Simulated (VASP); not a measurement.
# NiO (Fm-3m) in VASP: further runs

The runs below take NiO through single point, with PBEsol+U.

Program: VASP 6.6.1. These are calculated values, not measurements. Logs are shortened: lines on timing, memory, paths and dates and some standing lists are left out, and cuts for length are marked.

## Step 1: The cell of the first run

It takes space group Fm-3m (No. 225, cubic). The conventional cell has a = 4.183 Å, b = 4.183 Å, c = 4.183 Å, α = 90.00°, β = 90.00°, γ = 90.00°. Ni (site symmetry m-3m) has 6 O at 2.09 Å within 2.8 Å. O (site symmetry m-3m) has 6 Ni at 2.09 Å within 2.8 Å.

## Step 2: Single point, PBEsol+U, collinear spin, ferromagnetic start

File INCAR:

```
PREC = Accurate
ENCUT = 700
EDIFF = 1E-6
ISMEAR = 0
SIGMA = 0.05
LREAL = False
LASPH = True
NELM = 200
ALGO = Normal
ISIF = 2
LWAVE = False
LCHARG = True
ISPIN = 2
MAGMOM = 0.5 0
LORBIT = 11
LMAXMIX = 4
LDAU = True
LDAUTYPE = 2
LDAUL = 2 -1
LDAUU = 7.2 0
LDAUJ = 0 0
LDAUPRINT = 1
GGA = PS
LELF = True
LVHAR = True
NBANDS = 23
GGA_COMPAT = False
```

File KPOINTS:

```
Automatic mesh
0
Gamma
  6 6 6
```

File POSCAR:

```
NiO
1.0
    0.0000000000      2.0913095126      2.0913095126
    2.0913095126      0.0000000000      2.0913095126
    2.0913095126      2.0913095126      0.0000000000
Ni O
1 1
Direct
    0.0000000000      0.0000000000      0.0000000000
    0.5000000000      0.5000000000      0.5000000000
```

Potentials or basis: VASP PAW PBE potentials, release 64 (Ni_sv_GW, O).

Run with:

```
$ cat potpaw_PBE.64/Ni_sv_GW/POTCAR potpaw_PBE.64/O/POTCAR > POTCAR
$ mpirun -np 1 vasp_std > vasp.out
```

OUTCAR:

```text
PREC = Accurate
   ENCUT = 700
   EDIFF = 1E-6
   ISMEAR = 0
   LREAL = False
   LASPH = True
   NELM = 200
   ISIF = 2
   ISPIN = 2
   LORBIT = 11
   GGA = PS

 ion  position               nearest neighbor table
   1  0.000  0.000  0.000-   2 2.09   2 2.09   2 2.09   2 2.09   2 2.09   2 2.09
   2  0.500  0.500  0.500-   1 2.09   1 2.09   1 2.09   1 2.09   1 2.09   1 2.09

  LATTYP: Found a face centered cubic cell.
 ALAT       =     4.1826190252

  Lattice vectors:

 A1 = (   0.0000000000,   2.0913095126,   2.0913095126)
 A2 = (   2.0913095126,   0.0000000000,   2.0913095126)
 A3 = (   2.0913095126,   2.0913095126,   0.0000000000)

Analysis of symmetry for initial positions (statically):
=====================================================================
 Subroutine PRICEL returns:
 Original cell was already a primitive cell.

 Routine SETGRP: Setting up the symmetry group for a
 face centered cubic supercell.

 Subroutine GETGRP returns: Found 48 space group operations
 (whereof 48 operations were pure point group operations)
 out of a pool of 48 trial point group operations.

The static configuration has the point symmetry O_h .

Analysis of symmetry for dynamics (positions and initial velocities):
=====================================================================
 Subroutine PRICEL returns:
 Original cell was already a primitive cell.

 Routine SETGRP: Setting up the symmetry group for a
 face centered cubic supercell.

 Subroutine GETGRP returns: Found 48 space group operations
 (whereof 48 operations were pure point group operations)
 out of a pool of 48 trial point group operations.

The dynamic configuration has the point symmetry O_h .

Analysis of structural, dynamic, and magnetic symmetry:
=====================================================================
 Subroutine PRICEL returns:
 Original cell was already a primitive cell.

 Routine SETGRP: Setting up the symmetry group for a
 face centered cubic supercell.

 Subroutine GETGRP returns: Found 48 space group operations
 (whereof 48 operations were pure point group operations)
 out of a pool of 48 trial point group operations.

The overall configuration has the point symmetry O_h .

 Subroutine INISYM returns: Found 48 space group operations
 (whereof 48 operations are pure point group operations),
 and found     1 'primitive' translations

----------------------------------------------------------------------------------------

                                     Primitive cell

  volume of cell :      18.2930

  direct lattice vectors                    reciprocal lattice vectors
     0.000000000  2.091309513  2.091309513    -0.239084649  0.239084649  0.239084649
     2.091309513  0.000000000  2.091309513     0.239084649 -0.239084649  0.239084649
     2.091309513  2.091309513  0.000000000     0.239084649  0.239084649 -0.239084649

  length of vectors
     2.957558276  2.957558276  2.957558276     0.414106759  0.414106759  0.414106759

  position of ions in fractional coordinates (direct lattice)
     0.000000000  0.000000000  0.000000000
     0.500000000  0.500000000  0.500000000

  ion indices of the primitive-cell ions
   primitive index   ion index
                 1           1
                 2           2

----------------------------------------------------------------------------------------

 KPOINTS: Automatic mesh

Automatic generation of k-mesh.
 Grid dimensions read from file:
 generate k-points for:    6    6    6

 Generating k-lattice:

  Cartesian coordinates                     Fractional coordinates (reciprocal lattice)
    -0.039847441  0.039847441  0.039847441     0.166666667  0.000000000  0.000000000
[... 64 lines left out ...]
   EFERMI =   0.00;   METHOD = LEGACY
   ISMEAR =     0;   SIGMA  =   0.05  broadening in eV -4-tet -1-fermi 0-gaus
   EFERMI_NEDOS =   21; number of points for ismear=-14 and -15
   IALGO  =     38    algorithm
   IMIX   =      4    mixing-type and parameters
     AMIX     =   0.40;   BMIX     =  1.00
     AMIX_MAG =   1.60;   BMIX_MAG =  1.00
  volume/ion in A,a.u.               =       9.15        61.72
  Fermi-wavevector in a.u.,A,eV,Ry     =   1.792188  3.386745 43.701074  3.211938
  Thomas-Fermi vector in A             =   2.854603
   LORBIT       =     11    0 simple, 1 ext, 2 COOP (PROOUT), +10 PAW based schemes
 LDA+U is selected, type is set to LDAUTYPE =  2
   angular momentum for each species LDAUL =     2   -1
   U (eV)           for each species LDAUU =   7.2  0.0
   J (eV)           for each species LDAUJ =   0.0  0.0
   GGA     = PS    functional components
   LHFCALC =     F    Hartree Fock is set to
   AEXX    =    0.0000 exact exchange contribution
   IVDW    =     0    specifies the selected vdW correction
   LEPSILON=     F    determine dielectric tensor
   LRPA    =     F    only Hartree local field effects (RPA)
 spin polarized calculation
 Gauss-broadening in eV      SIGMA  =   0.05
  energy-cutoff  :      700.00
  volume of cell :       18.29
 maximum number of plane-waves:       778
 NGX is ok and might be reduce to    28
   NGX = 13   NGY = 13   NGZ = 13

atom =   1  type =  1  l = 2

 onsite density matrix

spin component  1

  0.9393  0.0000 -0.0000  0.0000 -0.0000
  0.0000  0.9393  0.0000 -0.0000 -0.0000
 -0.0000  0.0000  0.9702  0.0000 -0.0000
  0.0000 -0.0000  0.0000  0.9393  0.0000
 -0.0000 -0.0000 -0.0000  0.0000  0.9702

spin component  2

  0.9315  0.0000 -0.0000  0.0000  0.0000
  0.0000  0.9315 -0.0000 -0.0000  0.0000
 -0.0000 -0.0000  0.0913 -0.0000 -0.0000
  0.0000 -0.0000 -0.0000  0.9315 -0.0000
  0.0000  0.0000 -0.0000 -0.0000  0.0913

 occupancies and eigenvectors

  o =  0.0913  v =  0.0000  0.0000  0.0000  0.0000  0.0000  0.0000 -0.0000  0.2170 -0.0000  0.9762      0.0000  0.0000  0.0000  0.0000  0.0000  0.0000  0.0000  0.0000  0.0000  0.0000
  o =  0.0913  v =  0.0000  0.0000  0.0000  0.0000  0.0000  0.0000 -0.0000  0.9762 -0.0000 -0.2170      0.0000  0.0000  0.0000  0.0000  0.0000  0.0000  0.0000  0.0000  0.0000  0.0000
  o =  0.9315  v =  0.0000  0.0000  0.0000  0.0000  0.0000  0.0000  0.3609 -0.0000 -0.9326 -0.0000      0.0000  0.0000  0.0000  0.0000  0.0000  0.0000  0.0000  0.0000  0.0000  0.0000
  o =  0.9315  v =  0.0000  0.0000  0.0000  0.0000  0.0000  1.0000  0.0000  0.0000  0.0000  0.0000      0.0000  0.0000  0.0000  0.0000  0.0000  0.0000  0.0000  0.0000  0.0000  0.0000
  o =  0.9315  v =  0.0000  0.0000  0.0000  0.0000  0.0000  0.0000  0.9326  0.0000  0.3609  0.0000      0.0000  0.0000  0.0000  0.0000  0.0000  0.0000  0.0000  0.0000  0.0000  0.0000
  o =  0.9393  v =  1.0000  0.0000  0.0000  0.0000  0.0000  0.0000  0.0000  0.0000  0.0000  0.0000      0.0000  0.0000  0.0000  0.0000  0.0000  0.0000  0.0000  0.0000  0.0000  0.0000
  o =  0.9393  v =  0.0000  0.5425  0.0000 -0.8401 -0.0000  0.0000  0.0000  0.0000  0.0000  0.0000      0.0000  0.0000  0.0000  0.0000  0.0000  0.0000  0.0000  0.0000  0.0000  0.0000
  o =  0.9393  v =  0.0000 -0.8401 -0.0000 -0.5425 -0.0000  0.0000  0.0000  0.0000  0.0000  0.0000      0.0000  0.0000  0.0000  0.0000  0.0000  0.0000  0.0000  0.0000  0.0000  0.0000
  o =  0.9702  v =  0.0000  0.0000 -0.9903 -0.0000  0.1386  0.0000  0.0000  0.0000  0.0000  0.0000      0.0000  0.0000  0.0000  0.0000  0.0000  0.0000  0.0000  0.0000  0.0000  0.0000
  o =  0.9702  v =  0.0000 -0.0000  0.1386 -0.0000  0.9903  0.0000  0.0000  0.0000  0.0000  0.0000      0.0000  0.0000  0.0000  0.0000  0.0000  0.0000  0.0000  0.0000  0.0000  0.0000

 number of electron      24.0000000 magnetization       1.9999874

 Free energy of the ion-electron system (eV)
  ---------------------------------------------------
  ext. energy  EPLUGINS =         0.00000000
  ---------------------------------------------------
  free energy    TOTEN  =       -10.69351673 eV

  energy without entropy =      -10.69351673  energy(sigma->0) =      -10.69351673

 E-fermi :   6.6473     XC(G=0): -13.2495

 val. band max:        6.0030110008   @ k =   0.5000   0.0000   0.0000
 cond. band min:       8.3207713058   @ k =   0.0000   0.0000   0.0000
 fundamental gap:      2.3177603049
 Fermi energy:         6.6473268537

 spin component 1

 k-point     1 :       0.0000    0.0000    0.0000
  band No.  band energies     occupation
      1     -97.5957      1.00000
      2     -58.1177      1.00000
      3     -58.1177      1.00000
      4     -58.1177      1.00000
      5     -13.0461      1.00000
      6       0.0628      1.00000
[... 405 lines left out ...]
     22      39.2815      0.00000
     23      41.7113      0.00000
 Fermi energy:         6.6473268537

 spin component 2

 k-point     1 :       0.0000    0.0000    0.0000
  band No.  band energies     occupation
      1     -95.3465      1.00000
      2     -55.9187      1.00000
      3     -55.9187      1.00000
      4     -55.9187      1.00000
      5     -12.7553      1.00000
      6       2.2434      1.00000
[... 405 lines left out ...]
     22      39.3467      0.00000
     23      42.1169      0.00000

------------------------ aborting loop because EDIFF is reached ----------------------------------------

  FORCE on cell =-STRESS in cart. coord.  units (eV):
  Direction    XX          YY          ZZ          XY          YZ          ZX
  --------------------------------------------------------------------------------------
  -------------------------------------------------------------------------------------
  Total        0.0650111      0.0650111      0.0650111      0.0000000     -0.0000000      0.0000000
  in kB        5.6939407      5.6939407      5.6939407      0.0000000     -0.0000000      0.0000000
  external PRESSURE =       5.6939407 kB  Pullay stress =       0.0000000 kB

 VOLUME and BASIS-vectors are now :
 -----------------------------------------------------------------------------
  energy-cutoff  :      700.00
  volume of cell :       18.29
      direct lattice vectors                 reciprocal lattice vectors
     0.000000000  2.091309513  2.091309513    -0.239084649  0.239084649  0.239084649
     2.091309513  0.000000000  2.091309513     0.239084649 -0.239084649  0.239084649
     2.091309513  2.091309513  0.000000000     0.239084649  0.239084649 -0.239084649

 POSITION                                       TOTAL-FORCE (eV/Angst)
 -----------------------------------------------------------------------------------
      0.00000      0.00000      0.00000        -0.000000     -0.000000     -0.000000
      2.09131      2.09131      2.09131         0.000000      0.000000      0.000000
 -----------------------------------------------------------------------------------
    total drift:                                0.000000      0.000000      0.000000

  FREE ENERGIE OF THE ION-ELECTRON SYSTEM (eV)
  ---------------------------------------------------
  free  energy   TOTEN  =       -10.6935167256 eV

  energy  without entropy=      -10.6935167256  energy(sigma->0) =      -10.69351673

 total charge

# of ion       s       p       d       f       tot
--------------------------------------------------
    1        2.163   6.234   7.709   0.010  16.117
    2        1.537   3.481   0.000   0.000   5.018
--------------------------------------------------
tot          3.700   9.715   7.709   0.010  21.135

 magnetization (x)

# of ion       s       p       d       f       tot
--------------------------------------------------
    1        0.010   0.012   1.778   0.001   1.802
    2        0.022   0.141   0.000   0.000   0.163
--------------------------------------------------
tot          0.031   0.153   1.778   0.001   1.964
```

Wall time 30 s (1 thread of AMD EPYC 7R13 (Zen 3), shared host); peak memory 0.16 GiB.

What came out:

| Item | Value |
| --- | --- |
| Free energy | -10.6935 eV |
| Pressure | 0.6 GPa |
| Band gap on the k mesh | 2.32 eV (least direct gap 3.64 eV) |
| Net moment | 2.00 μB per cell |
| Site moments | Ni +1.80; O +0.16 μB |
| Valence electrons inside the program's atomic spheres | Ni 16.12; O 5.02 |

Levels at points of the mesh, in eV from the valence-band top:
Spin up:
| k point | band 11 | band 12 | band 13 | band 14 | band 15 | band 16 |
| --- | --- | --- | --- | --- | --- | --- |
| (0.00, 0.00, 0.00) | -1.66 | -1.66 | -1.66 | 2.32 | 18.27 | 18.69 |
| (0.50, 0.00, 0.00) | -3.16 | 0.00 | 0.00 | 6.23 | 10.85 | 14.51 |
| (0.50, 0.50, 0.00) | -4.10 | -3.06 | -3.06 | 6.63 | 11.50 | 11.92 |
Spin down:
```
           k point  band 9  band 10  band 11  band 12  band 13  band 14
(0.00, 0.00, 0.00)   -1.32    -1.32    -1.32     2.66     3.02     3.02
(0.50, 0.00, 0.00)   -2.10    -2.03    -2.03     5.42     5.42     6.42
(0.50, 0.50, 0.00)   -2.84    -2.75    -2.75     3.55     4.01     7.24
```

Eigenvalues of the final occupation matrices:
```
    site  spin  trace               eigenvalues
site 1 d     1   4.76  0.94 0.94 0.94 0.97 0.97
site 1 d     2   2.98  0.09 0.09 0.93 0.93 0.93
```

Caveat: the k points lie up to 0.43 Å⁻¹ apart; the PAW data sets were made with another functional, which shifts forces and pressure a little; a cell with one magnetic atom can't hold antiferromagnetic order, which such compounds often take. A k mesh can miss the band edges.

## Step 3: Single point, PBEsol+U, collinear spin, ferromagnetic start

File INCAR:

```
SYSTEM = NiO
ALGO = Normal ; EDIFF = 1E-6
ENCUT = 700 ; GGA = PS
GGA_COMPAT = .FALSE. ; ISIF = 2
ISMEAR = 0 ; ISPIN = 2
LASPH = .TRUE. ; LCHARG = .TRUE.
LDAU = .TRUE. ; LDAUJ = 0 0
LDAUL = 2 -1 ; LDAUPRINT = 1
LDAUTYPE = 2 ; LDAUU = 7.2 0
LELF = .TRUE. ; LMAXMIX = 4
LORBIT = 11 ; LREAL = .FALSE.
LVHAR = .TRUE. ; LWAVE = .FALSE.
MAGMOM = 0.5 0 ; NBANDS = 23
NELM = 200 ; PREC = Accurate
SIGMA = 0.05
```

File KPOINTS:

```
k-points
0
G
  10 10 10
  0 0 0
```

POSCAR is that of step 2.

Potentials or basis: VASP PAW PBE potentials, release 64 (Ni_sv_GW, O).

Run with:

```
$ cat potpaw_PBE.64/Ni_sv_GW/POTCAR potpaw_PBE.64/O/POTCAR > POTCAR
$ mpirun -np 1 vasp_std > vasp.out
```

Run time: 56 s. Hardware: 1 thread of AMD EPYC 9R45 (Zen 5), shared host; peak memory 0.19 GiB.

It converged, with:

```yaml
Free_energy: -10.6944 eV
Pressure: 0.5 GPa
Band_gap_on_the_k_mesh: 2.32 eV (least direct gap 3.64 eV)
Net_moment: 2.00 μB per cell
Site_moments: Ni +1.80; O +0.16 μB
Valence_electrons_inside_the_program's_atomic_spheres: Ni 16.12; O 5.02
```

Levels at points of the mesh, in eV from the valence-band top:
Spin up:
| k point | band 10 | band 11 | band 12 | band 13 | band 14 | band 15 | band 16 | band 17 |
| --- | --- | --- | --- | --- | --- | --- | --- | --- |
| (0.00, 0.00, 0.00) | -4.92 | -1.66 | -1.66 | -1.66 | 2.32 | 18.27 | 18.69 | 18.69 |
| (0.50, 0.00, 0.00) | -4.41 | -3.16 | 0.00 | 0.00 | 6.23 | 10.85 | 14.52 | 14.52 |
| (0.50, 0.50, 0.00) | -4.10 | -4.10 | -3.06 | -3.06 | 6.63 | 11.50 | 11.92 | 17.30 |
Spin down:
```csv
k point,band 9,band 10,band 11,band 12,band 13,band 14
"(0.00, 0.00, 0.00)",-1.32,-1.32,-1.32,2.66,3.02,3.02
"(0.50, 0.00, 0.00)",-2.10,-2.03,-2.03,5.42,5.42,6.42
"(0.50, 0.50, 0.00)",-2.84,-2.75,-2.75,3.55,4.02,7.24
```

Eigenvalues of the final occupation matrices:
| site | spin | trace | eigenvalues |
| --- | --- | --- | --- |
| site 1 d | 1 | 4.76 | 0.94 0.94 0.94 0.97 0.97 |
| site 1 d | 2 | 2.98 | 0.09 0.09 0.93 0.93 0.93 |

Caveat: the PAW data sets were made with another functional, which shifts forces and pressure a little; a cell with one magnetic atom can't hold antiferromagnetic order, which such compounds often take. The state reached can hang on the start; a lower one may exist.

(Continued in part 2 of 2.)
